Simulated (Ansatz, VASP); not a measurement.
## AlRu in VASP and in Ansatz

File INCAR:

```
ALGO     = Fast           # electronic algorithm
EDIFF    = 1E-7           # SCF threshold, eV
ENCUT    = 520            # plane-wave cutoff, eV
GGA      = PS             # functional
ISIF     = 2              # what is computed and relaxed
ISMEAR   = 0              # smearing method
LASPH    = True           # aspherical terms in the spheres
LCHARG   = False          # write CHGCAR
LREAL    = False          # projectors in reciprocal space
LWAVE    = False          # write WAVECAR
NBANDS   = 16             # bands
NELM     = 60             # most SCF steps
PREC     = Accurate       # precision mode
SIGMA    = 0.1            # smearing width, eV
```

KPOINTS

```
k-points
0
Gamma
  12 12 12
```

Contents of POSCAR:

```
AlRu
1.0
    2.9916000000      0.0000000000      0.0000000000
    0.0000000000      2.9916000000      0.0000000000
    0.0000000000      0.0000000000      2.9916000000
Al Ru
1 1
Direct
    0.0000000000      0.0000000000      0.0000000000
    0.5155702634      0.5065583634      0.5248930338
```

Input for Ansatz:

```yaml
crystal:
  lattice:
    - [2.9916, 0.0, 0.0]
    - [0.0, 2.9916, 0.0]
    - [0.0, 0.0, 2.9916]
  atoms:
    - { symbol: Al, position: [0.0, 0.0, 0.0] }
    - { symbol: Ru, position: [0.5155702634, 0.5065583634, 0.5248930338] }
basis:
  ecutwfc: 420
kpoints:
  mp_grid: { grid: [12, 12, 12] }
hamiltonian:
  xc: pbesol
scf:
  occupations: { method: gaussian, width: 0.1 }
output:
  forces: true
  stress: true
  eigenvalues: true
  populations: true
```

Change from the starting cell: one atom moved.

Alike in both runs: task single point; functional PBEsol; k mesh 12 × 12 × 12; occupations gaussian, width 0.1 eV; no spin polarisation.

|  | VASP | Ansatz |
| --- | --- | --- |
| version | VASP 6.6.1 | Ansatz 0.2.0 |
| potentials or method | VASP PAW PBE potentials, release 64 (Al, Ru_pv), cutoff 520 eV | scalar-relativistic, plane waves, PAW |
| valence electrons in the cell | 17 | 19 |

```tsv
	VASP	Ansatz	Ansatz less VASP
gap on the k mesh at the Fermi level (eV)	none	none	-
pressure (GPa)	-2.7	-2.8	-0.06
traceless stress, the component that is largest in VASP (GPa)	0.54	0.53	-0.007
rms of the force components (eV/Å)	0.403	0.399	-0.0040
```

VASP's potentials were made for PBE, not for PBEsol. Atom by atom the forces differ by 0.004 eV/Å (rms over components). A gap of «none» marks a metal or a gap that the smearing closes. VASP's potentials hold 17 valence electrons a cell and Ansatz's 19, so a difference there can come from the potentials and not from the codes.
